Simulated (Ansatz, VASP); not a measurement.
## Two plane-wave programs on SnTe

```
CELL_PARAMETERS angstrom
0.00000 3.68197 3.68197
3.68197 0.00000 3.68197
3.68197 3.68197 0.00000
ATOMIC_POSITIONS crystal
Te 0.25000 0.25000 0.25000
Sn 0.00000 0.00000 0.00000
```

Alike in both runs: task single point; functional HSE06; k mesh 4 × 4 × 4; occupations fermi-dirac, width 0.05 eV; no spin polarisation.

```csv
,VASP,Ansatz
version,VASP 6.6.1,Ansatz 0.2.0
potentials or method,"VASP PAW PBE potentials, release 64 (Te, Sn_d)",Ansatz PAW
plane-wave cutoff (eV),520,420
valence electrons in the cell,20,30
```

```tsv
	VASP	Ansatz	Ansatz less VASP
gap on the k mesh at the Fermi level (eV)	0.55	0.56	+0.013
least direct gap on the mesh (eV)	1.22	1.23	+0.014
pressure (GPa)	-2.0	-1.8	+0.11
```

VASP's potentials hold 20 valence electrons a cell and Ansatz's 30, so a difference there can come from the potentials and not from the codes.

Spin-orbit coupling is off throughout.
